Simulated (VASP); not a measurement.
A run of VASP 6.6.1:

File INCAR:

```
SYSTEM = Hf
PREC = Accurate
ENCUT = 520
EDIFF = 1E-6
ISMEAR = 0
SIGMA = 0.15
LREAL = .False.
LASPH = .True.
NELM = 60
ALGO = Normal
ISIF = 2
LWAVE = .False.
LCHARG = .False.
GGA = CA
NBANDS = 11
```

KPOINTS

```
Automatic mesh
0
Gamma
  20 20 20
  0 0 0
```

Contents of POSCAR:

```
Hf
1.0
    0.0000000000      2.1754468340      2.0138111342
    2.1754468340      0.0000000000      2.0138111342
    2.1754468340      2.1754468340      0.0000000000
Hf
1
Direct
    0.0000000000      0.0000000000      0.0000000000
```

Potentials or basis: VASP PAW LDA potentials, release 64 (Hf_pv).

Launch:

```bash
$ cat potpaw_LDA.64/Hf_pv/POTCAR > POTCAR
$ mpirun -np 1 vasp_std > vasp.out
```

Hardware: 1 thread of AMD EPYC 9R45 (Zen 5) (shared host).

Problem. How long does it take, and how much memory?

Solution. Run time: 56 s on 1 thread of AMD EPYC 9R45 (Zen 5), on a shared host, peak memory 0.2 GiB. Counts: scf iterations 10, k points 641.
